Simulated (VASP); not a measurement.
# Si (P6_3/mmc) in VASP: further runs, part 2 of 3

VASP 6.6.1.

## Step 4: Single point, r2SCAN (strain -0.050 along x and y, +0.000 along z)

POSCAR reads:

```
Si
1.0
    2.5322986339      0.0000000000      0.0000000000
   -1.2661493170      2.1930349470      0.0000000000
    0.0000000000      0.0000000000      4.5062692700
Si
2
Direct
    0.3333333333      0.6666666667      0.2500000000
    0.6666666667      0.3333333333      0.7500000000
```

INCAR.step1 reads:

```
SYSTEM = Si
ALGO = Normal
EDIFF = 1E-4
ENCUT = 520
GGA = PE
ISMEAR = 0
LASPH = .TRUE.
LCHARG = .FALSE.
LREAL = .FALSE.
LWAVE = .TRUE.
NBANDS = 11
NELM = 80
PREC = Accurate
SIGMA = 0.15
```

INCAR.step2 reads:

```
SYSTEM = Si
ALGO = Normal
EDIFF = 1E-7
ENCUT = 520
ISIF = 2
ISMEAR = 0
ISTART = 1
LASPH = .TRUE.
LCHARG = .FALSE.
LMIXTAU = .TRUE.
LREAL = .FALSE.
LWAVE = .FALSE.
METAGGA = R2SCAN
NBANDS = 11
NELM = 80
PREC = Accurate
SIGMA = 0.15
```

KPOINTS reads:

```
k-points
0
G
  24 24 10
  0 0 0
```

Potentials or basis: VASP PAW PBE potentials, release 64 (Si).

Run with:

```bash
$ cat potpaw_PBE.64/Si/POTCAR > POTCAR
$ cp INCAR.step1 INCAR
$ mpirun -np 1 vasp_std > vasp.out
$ cp INCAR.step2 INCAR
$ mpirun -np 1 vasp_std > vasp.out
```

OUTCAR:

```text
SYSTEM = Si
   EDIFF = 1E-7
   ENCUT = 520
   ISIF = 2
   ISMEAR = 0
   ISTART = 1
   LASPH = .TRUE.
   LREAL = .FALSE.
   METAGGA = R2SCAN
   NELM = 80
   PREC = Accurate

 ion  position               nearest neighbor table
   1  0.333  0.667  0.250-   2 2.69   2 2.69   2 2.69   2 2.69   2 2.69   2 2.69
   2  0.667  0.333  0.750-   1 2.69   1 2.69   1 2.69   1 2.69   1 2.69   1 2.69

  LATTYP: Found a hexagonal cell.
 ALAT       =     2.5322986339
 C/A-ratio  =     1.7795173167

  Lattice vectors:

 A1 = (   2.5322986339,   0.0000000000,   0.0000000000)
 A2 = (  -1.2661493170,   2.1930349470,   0.0000000000)
 A3 = (   0.0000000000,   0.0000000000,   4.5062692700)

Analysis of symmetry for initial positions (statically):
=====================================================================
 Subroutine PRICEL returns:
 Original cell was already a primitive cell.

 Routine SETGRP: Setting up the symmetry group for a
 hexagonal supercell.

 Subroutine GETGRP returns: Found 24 space group operations
 (whereof 12 operations were pure point group operations)
 out of a pool of 24 trial point group operations.

The static configuration has the point symmetry D_3d.
 The point group associated with its full space group is D_6h.

Analysis of symmetry for dynamics (positions and initial velocities):
=====================================================================
 Subroutine PRICEL returns:
 Original cell was already a primitive cell.

 Routine SETGRP: Setting up the symmetry group for a
 hexagonal supercell.

 Subroutine GETGRP returns: Found 24 space group operations
 (whereof 12 operations were pure point group operations)
 out of a pool of 24 trial point group operations.

The dynamic configuration has the point symmetry D_3d.
 The point group associated with its full space group is D_6h.

 Subroutine INISYM returns: Found 24 space group operations
 (whereof 12 operations are pure point group operations),
 and found     1 'primitive' translations

----------------------------------------------------------------------------------------

                                     Primitive cell

  volume of cell :      25.0252

  direct lattice vectors                    reciprocal lattice vectors
     2.532298634  0.000000000  0.000000000     0.394898132  0.227994543  0.000000000
    -1.266149317  2.193034947  0.000000000     0.000000000  0.455989086  0.000000000
     0.000000000  0.000000000  4.506269270     0.000000000  0.000000000  0.221913059

  length of vectors
     2.532298634  2.532298634  4.506269270     0.455989086  0.455989086  0.221913059

  position of ions in fractional coordinates (direct lattice)
     0.333333333  0.666666667  0.250000000
     0.666666667  0.333333333  0.750000000

  ion indices of the primitive-cell ions
   primitive index   ion index
                 1           1
                 2           2

----------------------------------------------------------------------------------------

 KPOINTS: k-points

Automatic generation of k-mesh.
 Grid dimensions read from file:
 generate k-points for:   24   24   10

 Generating k-lattice:

  Cartesian coordinates                     Fractional coordinates (reciprocal lattice)
     0.016454089  0.009499773  0.000000000     0.041666667  0.000000000  0.000000000
     0.000000000  0.018999545  0.000000000     0.000000000  0.041666667  0.000000000
     0.000000000  0.000000000  0.022191306     0.000000000  0.000000000  0.100000000

  Length of vectors
     0.018999545  0.018999545  0.022191306

  Shift w.r.t. Gamma in fractional coordinates (k-lattice)
     0.000000000  0.000000000  0.000000000

 Subroutine IBZKPT returns following result:
 ===========================================

 Found    366 irreducible k-points:

 Following reciprocal coordinates:
            Coordinates               Weight
  0.000000  0.000000  0.000000      1.000000
  0.041667  0.000000  0.000000      6.000000
  0.083333  0.000000  0.000000      6.000000
  0.125000  0.000000  0.000000      6.000000
  0.166667  0.000000  0.000000      6.000000
  0.208333  0.000000  0.000000      6.000000
[... 16 lines left out ...]
  0.416667  0.041667  0.000000     12.000000
  0.458333  0.041667  0.000000     12.000000
 [... further k-points ...]
   k-points           NKPTS =    366   k-points in BZ     NKDIM =    366   number of bands    NBANDS=     11
   number of dos      NEDOS =    301   number of ions     NIONS =      2
   total plane-waves  NPLWV =  14400
   dimension x,y,z NGX =    20 NGY =   20 NGZ =   36
   dimension x,y,z NGXF=    40 NGYF=   40 NGZF=   72
   ions per type =               2
   NGX,Y,Z   is equivalent  to a cutoff of  13.13, 13.13, 13.28 a.u.
   NGXF,Y,Z  is equivalent  to a cutoff of  26.26, 26.26, 26.56 a.u.
 SYSTEM =  Si
   PREC   = accura    normal or accurate (medium, high low for compatibility)
   ISTART =      1    job   : 0-new  1-cont  2-samecut
   ICHARG =      0    charge: 1-file 2-atom 10-const
   ISPIN  =      1    spin polarized calculation?
   LNONCOLLINEAR =      F non collinear calculations
   LSORBIT =      F    spin-orbit coupling
   LASPH  =      T    aspherical Exc in radial PAW
   ENCUT  =  520.0 eV  38.22 Ry    6.18 a.u.   4.71  4.71  8.38*2*pi/ulx,y,z
   NELM   =     80;   NELMIN=  2; NELMDL=  0     # of ELM steps
   EDIFF  = 0.1E-06   stopping-criterion for ELM
   LREAL  =      F    real-space projection
   EDIFFG = 0.1E-05   stopping-criterion for IOM
   NSW    =      0    number of steps for IOM
   IBRION =     -1    ionic relax: 0-MD 1-quasi-New 2-CG
   NFREE  =      0    steps in history (QN), initial steepest desc. (CG)
   ISIF   =      2    stress and relaxation
   ISYM   =      2    0-nonsym 1-usesym 2-fastsym
   POTIM  = 0.5000    time-step for ionic-motion
   TEBEG  =    0.0;   TEEND  =   0.0 temperature during run
   PSTRESS=    0.0 pullay stress
   NELECT =       8.0000    total number of electrons
   NUPDOWN=      -1.0000    fix difference up-down
   EMIN   =  10.00;   EMAX   =-10.00  energy-range for DOS
   EFERMI =   0.00;   METHOD = LEGACY
   ISMEAR =     0;   SIGMA  =   0.15  broadening in eV -4-tet -1-fermi 0-gaus
   EFERMI_NEDOS =   21; number of points for ismear=-14 and -15
   IALGO  =     38    algorithm
   IMIX   =      4    mixing-type and parameters
     AMIX     =   0.40;   BMIX     =  1.00
     AMIX_MAG =   1.60;   BMIX_MAG =  1.00
  volume/ion in A,a.u.               =      12.51        84.44
  Fermi-wavevector in a.u.,A,eV,Ry     =   1.119384  2.115328 17.048369  1.253020
  Thomas-Fermi vector in A             =   2.256022
   LORBIT       =      0    0 simple, 1 ext, 2 COOP (PROOUT), +10 PAW based schemes
   METAGGA = R2SCAN    functional components
   LHFCALC =     F    Hartree Fock is set to
   AEXX    =    0.0000 exact exchange contribution
   IVDW    =     0    specifies the selected vdW correction
   LEPSILON=     F    determine dielectric tensor
   LRPA    =     F    only Hartree local field effects (RPA)
 non-spin polarized calculation
 Gauss-broadening in eV      SIGMA  =   0.15
  energy-cutoff  :      520.00
  volume of cell :       25.03
 maximum number of plane-waves:       690
 NGX is ok and might be reduce to    20
   NGX =  9   NGY =  9   NGZ = 17

 number of electron       8.0000000 magnetization

 Free energy of the ion-electron system (eV)
  ---------------------------------------------------
  ext. energy  EPLUGINS =         0.00000000
  ---------------------------------------------------
  free energy    TOTEN  =       -16.05865393 eV

  energy without entropy =      -16.05206839  energy(sigma->0) =      -16.05536116

 E-fermi :  12.2465     XC(G=0): -12.6023

 val. band max:       12.2438628027   @ k =   0.2500   0.0417   0.2000
 cond. band min:      12.2629087540   @ k =   0.2083   0.1250   0.0000
 fundamental gap:      0.0190459512
 Fermi energy:        12.2464857182

 k-point     1 :       0.0000    0.0000    0.0000
  band No.  band energies     occupation
      1      -4.6065      2.00000
      2       2.4144      2.00000
      3       3.3045      2.00000
      4      23.0953      0.00000
      5      23.4109      0.00000
      6      23.9987      0.00000
      7      23.9987      0.00000
      8      24.6309      0.00000
      9      24.6309      0.00000
     10      28.6475      0.00000
     11      29.0897      0.00000
[... 309 lines left out ...]
 k-point    24 :       0.4583    0.0417    0.0000
  band No.  band energies     occupation
      1       2.6429      2.00000
      2       3.9254      2.00000
      3       9.4069      2.00000
      4      10.0573      2.00000
      5      10.9625      2.00000
      6      11.9993      1.98024
      7      16.4997      0.00000
      8      20.6855      0.00000
      9      22.2900      0.00000
     10      24.1915      0.00000
     11      26.2807      0.00000

 [... further k-points ...]
[... 5 lines left out ...]
  --------------------------------------------------------------------------------------
  -------------------------------------------------------------------------------------
  Total        2.0113365      2.0113365      1.1683658     -0.0000000      0.0000000      0.0000000
  in kB      128.7708940    128.7708940     74.8017598     -0.0000000      0.0000000      0.0000000
  external PRESSURE =     110.7811826 kB  Pullay stress =       0.0000000 kB

 VOLUME and BASIS-vectors are now :
 -----------------------------------------------------------------------------
  energy-cutoff  :      520.00
  volume of cell :       25.03
      direct lattice vectors                 reciprocal lattice vectors
     2.532298634  0.000000000  0.000000000     0.394898132  0.227994543  0.000000000
    -1.266149317  2.193034947  0.000000000     0.000000000  0.455989086  0.000000000
     0.000000000  0.000000000  4.506269270     0.000000000  0.000000000  0.221913059

 POSITION                                       TOTAL-FORCE (eV/Angst)
 -----------------------------------------------------------------------------------
     -0.00000      1.46202      1.12657        -0.000000      0.000000      0.000000
      1.26615      0.73101      3.37970         0.000000     -0.000000      0.000000
 -----------------------------------------------------------------------------------
    total drift:                               -0.000000     -0.000000     -0.000000

  FREE ENERGIE OF THE ION-ELECTRON SYSTEM (eV)
  ---------------------------------------------------
  free  energy   TOTEN  =       -16.0586539344 eV

  energy  without entropy=      -16.0520683884  energy(sigma->0) =      -16.05536116
```

Wall time 3.3 min (1 thread of AMD EPYC 9R45 (Zen 5), shared host); peak memory 0.17 GiB.

What came out:

| Quantity | Value |
| --- | --- |
| Free energy | -16.0587 eV |
| Pressure | 11.1 GPa |
| Band gap on the k mesh | zero (bands 4 and 5 overlap by 14.61 eV) |

Caveat: the cell differs from its parent crystal (strain -0.050 along x and y, +0.000 along z); the cell stands under pressure; the PAW data sets were made with another functional, which shifts forces and pressure a little.

## Step 5: Single point, r2SCAN (strain -0.025 along x and y, -0.050 along z)

POSCAR reads:

```
Si
1.0
    2.5989380717      0.0000000000      0.0000000000
   -1.2994690358      2.2507463929      0.0000000000
    0.0000000000      0.0000000000      4.2809558065
Si
2
Direct
    0.3333333333      0.6666666667      0.2500000000
    0.6666666667      0.3333333333      0.7500000000
```

INCAR.step1 reads:

```
SYSTEM = Si
PREC = Accurate
ENCUT = 520
ISMEAR = 0
SIGMA = 0.15
LREAL = .False.
LASPH = .True.
NELM = 80
NBANDS = 11
GGA = PE
ALGO = Normal
EDIFF = 1E-4
LWAVE = .True.
LCHARG = .False.
```

INCAR.step2 reads:

```
SYSTEM = Si
PREC = Accurate
ENCUT = 520
EDIFF = 1E-6
ISMEAR = 0
SIGMA = 0.15
LREAL = .False.
LASPH = .True.
NELM = 80
ALGO = Normal
ISIF = 2
LWAVE = .False.
LCHARG = .True.
METAGGA = R2SCAN
LMIXTAU = .True.
LELF = .True.
LVHAR = .True.
NBANDS = 11
ISTART = 1
```

KPOINTS reads:

```
regular mesh
0
Gamma
  24 24 10
  0 0 0
```

Potentials or basis: VASP PAW PBE potentials, release 64 (Si).

Run with:

```bash
$ cat potpaw_PBE.64/Si/POTCAR > POTCAR
$ cp INCAR.step1 INCAR
$ mpirun -np 1 vasp_std > vasp.out
$ cp INCAR.step2 INCAR
$ mpirun -np 1 vasp_std > vasp.out
```

OUTCAR:

```text
SYSTEM = Si
   PREC = Accurate
   ENCUT = 520
   EDIFF = 1E-6
   ISMEAR = 0
   LREAL = .False.
   LASPH = .True.
   NELM = 80
   ISIF = 2
   METAGGA = R2SCAN
   ISTART = 1

 ion  position               nearest neighbor table
   1  0.333  0.667  0.250-   2 2.61   2 2.61   2 2.61   2 2.61   2 2.61   2 2.61
   2  0.667  0.333  0.750-   1 2.61   1 2.61   1 2.61   1 2.61   1 2.61   1 2.61

  LATTYP: Found a hexagonal cell.
 ALAT       =     2.5989380717
 C/A-ratio  =     1.6471942341

  Lattice vectors:

 A1 = (   2.5989380717,   0.0000000000,   0.0000000000)
 A2 = (  -1.2994690358,   2.2507463929,   0.0000000000)
 A3 = (   0.0000000000,   0.0000000000,   4.2809558065)

Analysis of symmetry for initial positions (statically):
=====================================================================
 Subroutine PRICEL returns:
 Original cell was already a primitive cell.

 Routine SETGRP: Setting up the symmetry group for a
 hexagonal supercell.

 Subroutine GETGRP returns: Found 24 space group operations
 (whereof 12 operations were pure point group operations)
 out of a pool of 24 trial point group operations.

The static configuration has the point symmetry D_3d.
 The point group associated with its full space group is D_6h.

Analysis of symmetry for dynamics (positions and initial velocities):
=====================================================================
 Subroutine PRICEL returns:
 Original cell was already a primitive cell.

 Routine SETGRP: Setting up the symmetry group for a
 hexagonal supercell.

 Subroutine GETGRP returns: Found 24 space group operations
 (whereof 12 operations were pure point group operations)
 out of a pool of 24 trial point group operations.

The dynamic configuration has the point symmetry D_3d.
 The point group associated with its full space group is D_6h.

 Subroutine INISYM returns: Found 24 space group operations
 (whereof 12 operations are pure point group operations),
 and found     1 'primitive' translations

[... 116 lines left out ...]
  Fermi-wavevector in a.u.,A,eV,Ry     =   1.119138  2.114865 17.040895  1.252470
  Thomas-Fermi vector in A             =   2.255775
   LORBIT       =      0    0 simple, 1 ext, 2 COOP (PROOUT), +10 PAW based schemes
   METAGGA = R2SCAN    functional components
   LHFCALC =     F    Hartree Fock is set to
   AEXX    =    0.0000 exact exchange contribution
   IVDW    =     0    specifies the selected vdW correction
   LEPSILON=     F    determine dielectric tensor
   LRPA    =     F    only Hartree local field effects (RPA)
 non-spin polarized calculation
 Gauss-broadening in eV      SIGMA  =   0.15
  energy-cutoff  :      520.00
  volume of cell :       25.04
 maximum number of plane-waves:       690
 NGX is ok and might be reduce to    20
   NGX =  9   NGY =  9   NGZ = 15

 number of electron       8.0000000 magnetization

 Free energy of the ion-electron system (eV)
  ---------------------------------------------------
  ext. energy  EPLUGINS =         0.00000000
  ---------------------------------------------------
  free energy    TOTEN  =       -16.06216920 eV

  energy without entropy =      -16.05386773  energy(sigma->0) =      -16.05801846

 E-fermi :  12.2207     XC(G=0): -12.6143

 val. band max:       12.2114633507   @ k =   0.4167   0.0000   0.1000
 cond. band min:      12.2216054243   @ k =   0.2500   0.0833   0.5000
 fundamental gap:      0.0101420736
 Fermi energy:        12.2206542401

 k-point     1 :       0.0000    0.0000    0.0000
  band No.  band energies     occupation
      1      -4.6026      2.00000
      2       3.6322      2.00000
      3       3.6776      2.00000
      4      22.3663      0.00000
      5      22.3663      0.00000
      6      23.4077      0.00000
      7      23.4077      0.00000
      8      24.7903      0.00000
      9      26.1502      0.00000
     10      27.2205      0.00000
     11      28.8457      0.00000
[... 309 lines left out ...]
 k-point    24 :       0.4583    0.0417    0.0000
  band No.  band energies     occupation
      1       2.2732      2.00000
      2       3.5568      2.00000
      3       9.9682      2.00000
      4      10.2912      2.00000
      5      11.6929      2.00000
      6      11.9583      1.98664
      7      15.4443      0.00000
      8      19.6205      0.00000
      9      22.3845      0.00000
     10      23.4461      0.00000
     11      26.8813      0.00000

 [... further k-points ...]
[... 5 lines left out ...]
  --------------------------------------------------------------------------------------
  -------------------------------------------------------------------------------------
  Total        1.4424432      1.4424432      2.1873504      0.0000000      0.0000000      0.0000000
  in kB       92.2881776     92.2881776    139.9476788      0.0000000      0.0000000      0.0000000
  external PRESSURE =     108.1746780 kB  Pullay stress =       0.0000000 kB

 VOLUME and BASIS-vectors are now :
 -----------------------------------------------------------------------------
  energy-cutoff  :      520.00
  volume of cell :       25.04
      direct lattice vectors                 reciprocal lattice vectors
     2.598938072  0.000000000  0.000000000     0.384772539  0.222148529  0.000000000
    -1.299469036  2.250746393  0.000000000     0.000000000  0.444297058  0.000000000
     0.000000000  0.000000000  4.280955806     0.000000000  0.000000000  0.233592694

 POSITION                                       TOTAL-FORCE (eV/Angst)
 -----------------------------------------------------------------------------------
     -0.00000      1.50050      1.07024        -0.000000      0.000000      0.000000
      1.29947      0.75025      3.21072         0.000000     -0.000000      0.000000
 -----------------------------------------------------------------------------------
    total drift:                                0.000000     -0.000000      0.000000

  FREE ENERGIE OF THE ION-ELECTRON SYSTEM (eV)
  ---------------------------------------------------
  free  energy   TOTEN  =       -16.0621692011 eV

  energy  without entropy=      -16.0538677284  energy(sigma->0) =      -16.05801846
```

Wall time 2.2 min (1 thread of AMD EPYC 9R45 (Zen 5), shared host); peak memory 0.16 GiB.

What came out:

* Free energy: -16.0622 eV
* Pressure: 10.8 GPa
* Band gap on the k mesh: zero (bands 4 and 5 overlap by 14.52 eV)

Caveat: the cell differs from its parent crystal (strain -0.025 along x and y, -0.050 along z); the cell stands under pressure; the PAW data sets were made with another functional, which shifts forces and pressure a little.

[end of part 2 of 3]
